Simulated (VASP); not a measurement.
A run of VASP 6.6.1 is set up as follows.

File INCAR:

```
SYSTEM = Si
PREC = Accurate ; ENCUT = 520
EDIFF = 1E-6 ; ISMEAR = 0
SIGMA = 0.01 ; LREAL = .FALSE.
LASPH = .TRUE. ; NELM = 100
ALGO = Normal ; ISIF = 2
LWAVE = .FALSE. ; LCHARG = .FALSE.
GGA = PE ; NBANDS = 11
```

File KPOINTS:

```
regular mesh
0
G
  6 6 6
  0 0 0
```

POSCAR

```
Si
1.0
    3.8375530000      0.0000000000      0.0000000000
    1.9187765000      3.3234183864      0.0000000000
    1.9187765000      1.1078061288      3.1333489036
Si
2
Direct
    0.7500000000      0.7500000000      0.7500000000
    0.5000000000      0.5000000000      0.5000000000
```

Potentials or basis: VASP PAW PBE potentials, release 64 (Si).

Run with:

```console
$ cat potpaw_PBE.64/Si/POTCAR > POTCAR
$ mpirun -np 1 vasp_std > vasp.out
```

**Question.** Predict the pressure.

**Answer.** 2.2 GPa.

**Question.** What does it give for the band gap on the k mesh?

**Answer.** 0.70 eV, indirect (least direct gap 2.56 eV).

A k mesh can miss the band edges.
